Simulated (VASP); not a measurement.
# LuPdO2 (P6/mmm) in VASP: a series of runs

Runs on LuPdO2. Level: PBE. Tasks: single point.

All numbers are computed with VASP 6.6.1; they aren't measurements. Logs are shortened: lines on timing, memory, paths and dates and some standing lists are left out, and cuts for length are marked.

## Step 1: The cell of the first run

It takes space group P6/mmm (No. 191, hexagonal). Conventional cell: a = 3.342 Å, b = 3.342 Å, c = 5.940 Å, α = 90.00°, β = 90.00°, γ = 120.00°. Lu (site symmetry 6/mmm) has 2 Pd at 2.97 Å and 6 Lu at 3.34 Å and 12 O at 3.54 Å within 3.9 Å. Pd (site symmetry 6/mmm) has 6 O at 1.93 Å within 2.6 Å. O (site symmetry -6m2) has 3 O at 1.93 Å and 3 Pd at 1.93 Å within 2.6 Å.

## Step 2: Single point, PBE, collinear spin, ferromagnetic start

Input file INCAR:

```
ALGO = Normal
EDIFF = 1E-7
ENCUT = 520
GGA = PE
ISIF = 2
ISMEAR = 0
ISPIN = 2
LASPH = T
LCHARG = F
LMAXMIX = 4
LORBIT = 11
LREAL = F
LWAVE = F
MAGMOM = 0 1 0 0
NBANDS = 36
NELM = 150
PREC = Accurate
SIGMA = 0.1
```

Input file KPOINTS:

```
k-points
0
Gamma
  6 6 4
```

Input file POSCAR:

```
LuPdO2
1.0
    3.3419921100      0.0000000000      0.0000000000
   -1.6709960600      2.8942500700      0.0000000000
    0.0000000000      0.0000000000      5.9395207100
Lu Pd O
1 1 2
Direct
    0.0000000000      0.0000000000      0.0000000000
    0.0000000000      0.0000000000      0.5000000000
    0.3333333300      0.6666666700      0.5000000000
    0.6666666700      0.3333333300      0.5000000000
```

Potentials or basis: VASP PAW PBE potentials, release 64 (Lu, Pd, O).

On the command line:

```sh
$ cat potpaw_PBE.64/Lu/POTCAR potpaw_PBE.64/Pd/POTCAR potpaw_PBE.64/O/POTCAR > POTCAR
$ mpirun -np 1 vasp_std > vasp.out
```

OUTCAR:

```text
EDIFF = 1E-7
   ENCUT = 520
   GGA = PE
   ISIF = 2
   ISMEAR = 0
   ISPIN = 2
   LASPH = T
   LORBIT = 11
   LREAL = F
   NELM = 150
   PREC = Accurate

 ion  position               nearest neighbor table
   1  0.000  0.000  0.000-   2 2.97   2 2.97
   2  0.000  0.000  0.500-   3 1.93   4 1.93   4 1.93   3 1.93   4 1.93   3 1.93   1 2.97   1 2.97

   3  0.333  0.667  0.500-   4 1.93   2 1.93   4 1.93   2 1.93   2 1.93   4 1.93
   4  0.667  0.333  0.500-   3 1.93   2 1.93   3 1.93   2 1.93   2 1.93   3 1.93

  LATTYP: Found a hexagonal cell.
 ALAT       =     3.3419921100
 C/A-ratio  =     1.7772395968

  Lattice vectors:

 A1 = (   3.3419921100,   0.0000000000,   0.0000000000)
 A2 = (  -1.6709960600,   2.8942500700,   0.0000000000)
 A3 = (   0.0000000000,   0.0000000000,   5.9395207100)

Analysis of symmetry for initial positions (statically):
=====================================================================
 Subroutine PRICEL returns:
 Original cell was already a primitive cell.

 Routine SETGRP: Setting up the symmetry group for a
 hexagonal supercell.

 Subroutine GETGRP returns: Found 24 space group operations
 (whereof 24 operations were pure point group operations)
 out of a pool of 24 trial point group operations.

The static configuration has the point symmetry D_6h.

Analysis of symmetry for dynamics (positions and initial velocities):
=====================================================================
 Subroutine PRICEL returns:
 Original cell was already a primitive cell.

 Routine SETGRP: Setting up the symmetry group for a
 hexagonal supercell.

 Subroutine GETGRP returns: Found 24 space group operations
 (whereof 24 operations were pure point group operations)
 out of a pool of 24 trial point group operations.

The dynamic configuration has the point symmetry D_6h.

Analysis of structural, dynamic, and magnetic symmetry:
=====================================================================
 Subroutine PRICEL returns:
 Original cell was already a primitive cell.

 Routine SETGRP: Setting up the symmetry group for a
 hexagonal supercell.

 Subroutine GETGRP returns: Found 24 space group operations
 (whereof 24 operations were pure point group operations)
 out of a pool of 24 trial point group operations.

The overall configuration has the point symmetry D_6h.

 Subroutine INISYM returns: Found 24 space group operations
 (whereof 24 operations are pure point group operations),
 and found     1 'primitive' translations

----------------------------------------------------------------------------------------

                                     Primitive cell

  volume of cell :      57.4504

  direct lattice vectors                    reciprocal lattice vectors
     3.341992110  0.000000000  0.000000000     0.299222729  0.172756324  0.000000000
    -1.670996060  2.894250070  0.000000000     0.000000000  0.345512646  0.000000000
     0.000000000  0.000000000  5.939520710     0.000000000  0.000000000  0.168363753

  length of vectors
     3.341992110  3.341992116  5.939520710     0.345512647  0.345512646  0.168363753

  position of ions in fractional coordinates (direct lattice)
     0.000000000  0.000000000  0.000000000
     0.000000000  0.000000000  0.500000000
     0.333333330  0.666666670  0.500000000
     0.666666670  0.333333330  0.500000000

  ion indices of the primitive-cell ions
   primitive index   ion index
                 1           1
                 2           2
                 3           3
                 4           4

----------------------------------------------------------------------------------------

 KPOINTS: k-points

Automatic generation of k-mesh.
 Grid dimensions read from file:
 generate k-points for:    6    6    4

 Generating k-lattice:

  Cartesian coordinates                     Fractional coordinates (reciprocal lattice)
     0.049870455  0.028792721  0.000000000     0.166666667  0.000000000  0.000000000
     0.000000000  0.057585441  0.000000000     0.000000000  0.166666667  0.000000000
     0.000000000  0.000000000  0.042090938     0.000000000  0.000000000  0.250000000

  Length of vectors
     0.057585441  0.057585441  0.042090938

  Shift w.r.t. Gamma in fractional coordinates (k-lattice)
     0.000000000  0.000000000  0.000000000

 Subroutine IBZKPT returns following result:
 ===========================================

 Found     21 irreducible k-points:

 Following reciprocal coordinates:
            Coordinates               Weight
  0.000000  0.000000  0.000000      1.000000
  0.166667 -0.000000  0.000000      6.000000
  0.333333 -0.000000  0.000000      6.000000
  0.500000  0.000000  0.000000      3.000000
  0.166667  0.166667  0.000000      6.000000
  0.333333  0.166667  0.000000     12.000000
[... 13 lines left out ...]
  0.333333  0.166667  0.500000     12.000000
  0.333333  0.333333  0.500000      2.000000
   k-points           NKPTS =     21   k-points in BZ     NKDIM =     21   number of bands    NBANDS=     36
   number of dos      NEDOS =    301   number of ions     NIONS =      4
   total plane-waves  NPLWV =  37632
   dimension x,y,z NGX =    28 NGY =   28 NGZ =   48
   dimension x,y,z NGXF=    56 NGYF=   56 NGZF=   96
   ions per type =               1   1   2
   NGX,Y,Z   is equivalent  to a cutoff of  13.93, 13.93, 13.44 a.u.
   NGXF,Y,Z  is equivalent  to a cutoff of  27.86, 27.86, 26.87 a.u.
 SYSTEM =  unknown system
   PREC   = accura    normal or accurate (medium, high low for compatibility)
   ISTART =      0    job   : 0-new  1-cont  2-samecut
   ICHARG =      2    charge: 1-file 2-atom 10-const
   ISPIN  =      2    spin polarized calculation?
   LNONCOLLINEAR =      F non collinear calculations
   LSORBIT =      F    spin-orbit coupling
   LASPH  =      T    aspherical Exc in radial PAW
   ENCUT  =  520.0 eV  38.22 Ry    6.18 a.u.   6.21  6.21 11.04*2*pi/ulx,y,z
   NELM   =    150;   NELMIN=  2; NELMDL= -5     # of ELM steps
   EDIFF  = 0.1E-06   stopping-criterion for ELM
   LREAL  =      F    real-space projection
   EDIFFG = 0.1E-05   stopping-criterion for IOM
   NSW    =      0    number of steps for IOM
   IBRION =     -1    ionic relax: 0-MD 1-quasi-New 2-CG
   NFREE  =      0    steps in history (QN), initial steepest desc. (CG)
   ISIF   =      2    stress and relaxation
   ISYM   =      2    0-nonsym 1-usesym 2-fastsym
   POTIM  = 0.5000    time-step for ionic-motion
   TEBEG  =    0.0;   TEEND  =   0.0 temperature during run
   PSTRESS=    0.0 pullay stress
   NELECT =      47.0000    total number of electrons
   NUPDOWN=      -1.0000    fix difference up-down
   EMIN   =  10.00;   EMAX   =-10.00  energy-range for DOS
   EFERMI =   0.00;   METHOD = LEGACY
   ISMEAR =     0;   SIGMA  =   0.10  broadening in eV -4-tet -1-fermi 0-gaus
   EFERMI_NEDOS =   21; number of points for ismear=-14 and -15
   IALGO  =     38    algorithm
   IMIX   =      4    mixing-type and parameters
     AMIX     =   0.40;   BMIX     =  1.00
     AMIX_MAG =   1.60;   BMIX_MAG =  1.00
  volume/ion in A,a.u.               =      14.36        96.92
  Fermi-wavevector in a.u.,A,eV,Ry     =   1.531122  2.893401 31.896613  2.344335
  Thomas-Fermi vector in A             =   2.638510
   LORBIT       =     11    0 simple, 1 ext, 2 COOP (PROOUT), +10 PAW based schemes
   GGA     = PE    functional components
   LHFCALC =     F    Hartree Fock is set to
   AEXX    =    0.0000 exact exchange contribution
   IVDW    =     0    specifies the selected vdW correction
   LEPSILON=     F    determine dielectric tensor
   LRPA    =     F    only Hartree local field effects (RPA)
 spin polarized calculation
 Gauss-broadening in eV      SIGMA  =   0.10
  energy-cutoff  :      520.00
  volume of cell :       57.45
 maximum number of plane-waves:      1571
 NGX is ok and might be reduce to    28
   NGX = 13   NGY = 13   NGZ = 23

 number of electron      46.9999994 magnetization       0.0001315

 number of electron      46.9999994 magnetization      -0.0000099

 Free energy of the ion-electron system (eV)
  ---------------------------------------------------
  ext. energy  EPLUGINS =         0.00000000
  ---------------------------------------------------
  free energy    TOTEN  =       -16.94486525 eV

  energy without entropy =      -16.93549224  energy(sigma->0) =      -16.94017875

 E-fermi :   5.9235     XC(G=0): -11.4759

 val. band max:        5.8408317617   @ k =   0.3333   0.1667   0.0000
 cond. band min:       5.9510112716   @ k =   0.5000   0.0000   0.2500
 fundamental gap:      0.1101795100
 Fermi energy:         5.9234937684

 spin component 1

 k-point     1 :       0.0000    0.0000    0.0000
  band No.  band energies     occupation
      1     -51.3662      1.00000
      2     -22.1877      1.00000
      3     -21.6978      1.00000
      4     -21.6978      1.00000
      5     -17.0229      1.00000
      6     -10.5008      1.00000
[... 787 lines left out ...]
     34      17.6932      0.00000
     35      17.6932      0.00000
 Fermi energy:         5.9234937684

 spin component 2

 k-point     1 :       0.0000    0.0000    0.0000
  band No.  band energies     occupation
      1     -51.3662      1.00000
      2     -22.1877      1.00000
      3     -21.6978      1.00000
      4     -21.6978      1.00000
      5     -17.0229      1.00000
      6     -10.5008      1.00000
[... 787 lines left out ...]
     34      17.6932      0.00000
     35      17.6932      0.00000
 [bands above 35 left out]

------------------------ aborting loop because EDIFF is reached ----------------------------------------

  FORCE on cell =-STRESS in cart. coord.  units (eV):
  Direction    XX          YY          ZZ          XY          YZ          ZX
  --------------------------------------------------------------------------------------
  -------------------------------------------------------------------------------------
  Total       24.1351177     24.1351178     -0.9026852     -0.0000000     -0.0000000      0.0000000
  in kB      673.0806886    673.0806902    -25.1741039     -0.0000012     -0.0000000      0.0000000
  external PRESSURE =     440.3290916 kB  Pullay stress =       0.0000000 kB

 VOLUME and BASIS-vectors are now :
 -----------------------------------------------------------------------------
  energy-cutoff  :      520.00
  volume of cell :       57.45
      direct lattice vectors                 reciprocal lattice vectors
     3.341992110  0.000000000  0.000000000     0.299222729  0.172756324  0.000000000
    -1.670996060  2.894250070  0.000000000     0.000000000  0.345512646  0.000000000
     0.000000000  0.000000000  5.939520710     0.000000000  0.000000000  0.168363753

 POSITION                                       TOTAL-FORCE (eV/Angst)
 -----------------------------------------------------------------------------------
      0.00000      0.00000      0.00000         0.000000      0.000000     -0.000000
      0.00000      0.00000      2.96976         0.000000      0.000000     -0.000000
     -0.00000      1.92950      2.96976         0.000000     -0.000000     -0.000000
      1.67100      0.96475      2.96976        -0.000000      0.000000      0.000000
 -----------------------------------------------------------------------------------
    total drift:                               -0.000000      0.000000      0.000000

  FREE ENERGIE OF THE ION-ELECTRON SYSTEM (eV)
  ---------------------------------------------------
  free  energy   TOTEN  =       -16.9448652521 eV

  energy  without entropy=      -16.9354922379  energy(sigma->0) =      -16.94017875

 total charge

# of ion       s       p       d       f       tot
--------------------------------------------------
    1        2.397   6.013   0.762  13.967  23.139
    2        0.647   0.965   8.594   0.000  10.205
    3        1.639   3.386   0.000   0.000   5.025
    4        1.639   3.386   0.000   0.000   5.025
--------------------------------------------------
tot          6.323  13.750   9.355  13.967  43.395

 magnetization (x)

# of ion       s       p       d       f       tot
--------------------------------------------------
    1       -0.000  -0.000  -0.000   0.000  -0.000
    2        0.000  -0.000   0.000   0.000   0.000
    3        0.000   0.000   0.000   0.000   0.000
    4        0.000   0.000   0.000   0.000   0.000
--------------------------------------------------
tot          0.000   0.000  -0.000   0.000   0.000
```

Run time: 66 s. Hardware: 1 thread of AMD EPYC 9R45 (Zen 5), shared host; peak memory 0.24 GiB.

Results:

- Free energy: -16.9449 eV
- Pressure: 44.0 GPa
- Net moment: 0.00 μB per cell
- Valence electrons inside the program's atomic spheres: Lu 23.14; Pd 10.21; O 5.03

Stress tensor (GPa, compression positive):
```
67.31  0.00  0.00
 0.00 67.31  0.00
 0.00  0.00 -2.52
```

Caveat: the k points lie up to 0.36 Å⁻¹ apart; spin-orbit coupling is left out, which moves the levels of the heavy elements.

## Step 3: Single point, PBE

This run uses another cell than the first one, of 16.71 Å³/atom, 1.164 times its volume.

Input file INCAR:

```
SYSTEM = LuPdO2
  PREC = Accurate
  ENCUT = 520
  EDIFF = 1E-7
  ISMEAR = 0
  SIGMA = 0.1
  LREAL = .FALSE.
  LASPH = .TRUE.
  NELM = 60
  ALGO = Normal
  ISIF = 2
  LWAVE = .FALSE.
  LCHARG = .TRUE.
  GGA = PE
  LELF = .TRUE.
  LVHAR = .TRUE.
  NBANDS = 32
```

Input file KPOINTS:

```
regular mesh
0
G
  12 12 10
  0 0 0
```

Input file POSCAR:

```
LuPdO2
1.0
    3.7530360006      0.0000000000      0.0000000000
   -1.8765180003      3.2502245179      0.0000000000
    0.0000000000      0.0000000000      5.4801813369
Lu Pd O
1 1 2
Direct
    0.0000000000      0.0000000000      0.0000000000
    0.0000000000      0.0000000000      0.5000000000
    0.3333333333      0.6666666667      0.5000000000
    0.6666666667      0.3333333333      0.5000000000
```

Potentials or basis: VASP PAW PBE potentials, release 64 (Lu, Pd, O).

On the command line:

```sh
$ cat potpaw_PBE.64/Lu/POTCAR potpaw_PBE.64/Pd/POTCAR potpaw_PBE.64/O/POTCAR > POTCAR
$ mpirun -np 1 vasp_std > vasp.out
```

It took 2 min on 1 thread of AMD EPYC 9R45 (Zen 5), shared host; peak memory 0.34 GiB.

It converged, with:

```
Free energy : -19.3991 eV
Pressure    : 0.0 GPa
```

Stress tensor (GPa, compression positive):
```
-0.04  0.00  0.00
 0.00 -0.04  0.00
 0.00  0.00  0.08
```

Levels at points of the mesh, in eV from the Fermi level:
```csv
k point,band 19,band 20,band 21,band 22,band 23,band 24,band 25,band 26,band 27,band 28
"(0.00, 0.00, 0.00)",-3.73,-3.05,-1.87,-1.87,-1.49,0.53,0.53,1.77,1.77,2.09
"(0.50, 0.00, 0.00)",-3.86,-2.73,-2.63,-1.95,-1.20,-0.86,1.12,1.57,2.05,3.24
"(0.00, 0.00, 0.50)",-3.55,-2.06,-1.92,-1.92,-1.51,0.54,0.54,1.43,1.68,1.68
"(0.50, 0.00, 0.50)",-3.33,-3.29,-2.62,-1.98,-1.27,-0.35,0.74,0.75,1.57,2.10
```

Caveat: spin-orbit coupling is left out, which moves the levels of the heavy elements; an odd number of electrons without spin polarisation forces a metal; a magnetic or distorted state may lie lower.

## Step 4: Single point, PBE, collinear spin, ferromagnetic start

This run uses another cell than the first one, of 16.54 Å³/atom, 1.152 times its volume.

Input file INCAR:

```
SYSTEM = LuPdO2
PREC     = Accurate       ! precision mode
ENCUT    = 520            ! plane-wave cutoff, eV
EDIFF    = 1E-7           ! SCF threshold, eV
ISMEAR   = 0              ! smearing method
SIGMA    = 0.1            ! smearing width, eV
LREAL    = .False.        ! projectors in reciprocal space
LASPH    = .True.         ! aspherical terms in the spheres
NELM     = 150            ! most SCF steps
ALGO     = Normal         ! electronic algorithm
ISIF     = 2              ! what is computed and relaxed
LWAVE    = .False.        ! write WAVECAR
LCHARG   = .False.        ! write CHGCAR
ISPIN    = 2              ! spin polarisation
MAGMOM   = 0 1 0 0        ! initial moments
LORBIT   = 11             ! projections on sites
LMAXMIX  = 4              ! l up to which the mixer works
GGA      = PE             ! functional
NBANDS   = 36             ! bands
```

Input file KPOINTS:

```
regular mesh
0
Gamma
  6 6 4
  0 0 0
```

Input file POSCAR:

```
LuPdO2
1.0
    3.7597055493      0.0000000000      0.0000000000
   -1.8798527746      3.2560005164      0.0000000000
    0.0000000000      0.0000000000      5.4047969004
Lu Pd O
1 1 2
Direct
    0.0000000000      0.0000000000      0.0000000000
    0.0000000000      0.0000000000      0.5000000000
    0.3333333333      0.6666666667      0.5000000000
    0.6666666667      0.3333333333      0.5000000000
```

On the command line:

```sh
$ cat potpaw_PBE.64/Lu/POTCAR potpaw_PBE.64/Pd/POTCAR potpaw_PBE.64/O/POTCAR > POTCAR
$ mpirun -np 1 vasp_std > vasp.out
```

Wall time 51 s (1 thread of AMD EPYC 9R45 (Zen 5), shared host); peak memory 0.23 GiB.

The run converged. Its results:

| Property | Result |
| --- | --- |
| Free energy | -19.4401 eV |
| Pressure | 0.3 GPa |
| Net moment | 0.00 μB per cell |
| Valence electrons inside the program's atomic spheres | Lu 22.99; Pd 9.41; O 4.83 |

Levels at points of the mesh, in eV from the Fermi level:
Spin up:
| k point | band 22 | band 23 | band 24 | band 25 | band 26 | band 27 |
| --- | --- | --- | --- | --- | --- | --- |
| (0.00, 0.00, 0.00) | -1.67 | -1.33 | 0.69 | 0.69 | 1.88 | 1.88 |
| (0.50, 0.00, 0.00) | -1.75 | -1.08 | -0.73 | 1.27 | 1.75 | 2.29 |
| (0.00, 0.00, 0.50) | -1.74 | -1.35 | 0.70 | 0.70 | 1.59 | 1.78 |
| (0.50, 0.00, 0.50) | -1.79 | -1.15 | -0.16 | 0.89 | 0.89 | 1.75 |
Spin down:
```
           k point  band 21  band 22  band 23  band 24  band 25  band 26  band 27  band 28
(0.00, 0.00, 0.00)    -1.67    -1.67    -1.33     0.69     0.69     1.88     1.88     2.29
(0.50, 0.00, 0.00)    -2.47    -1.75    -1.08    -0.73     1.27     1.75     2.29     3.41
(0.00, 0.00, 0.50)    -1.74    -1.74    -1.35     0.70     0.70     1.59     1.78     1.78
(0.50, 0.00, 0.50)    -2.46    -1.79    -1.15    -0.16     0.89     0.89     1.75     2.31
```

Caveat: spin-orbit coupling is left out, which moves the levels of the heavy elements.

## Step 5: The runs side by side

| spin | cell | k mesh | gap on the mesh (eV) | pressure (GPa) | moment (μB) |
| --- | --- | --- | --- | --- | --- |
| collinear, ferromagnetic start | a = 3.342, b = 3.342, c = 5.940 Å, angles 90.0, 90.0, 120.0°, 4 atoms | 6 × 6 × 4 | none | 44.0 | 0.00 |
| off | a = 3.753, b = 3.753, c = 5.480 Å, angles 90.0, 90.0, 120.0°, 4 atoms | 12 × 12 × 10 | none | 0.0 | - |
| collinear, ferromagnetic start | a = 3.760, b = 3.760, c = 5.405 Å, angles 90.0, 90.0, 120.0°, 4 atoms | 6 × 6 × 4 | none | 0.3 | 0.00 |

Alike in all rows: task single point; level PBE; potentials or basis VASP PAW PBE potentials, release 64 (Lu, Pd, O); cutoff (eV) 520; smearing gaussian 0.1 eV.

Caveats: some runs use coarse meshes; spin-orbit coupling is left out, which moves the levels of the heavy elements; an odd number of electrons without spin polarisation forces a metal (some runs); a magnetic or distorted state may lie lower (some runs).

Absolute energies hang on the potentials; compare differences alone.
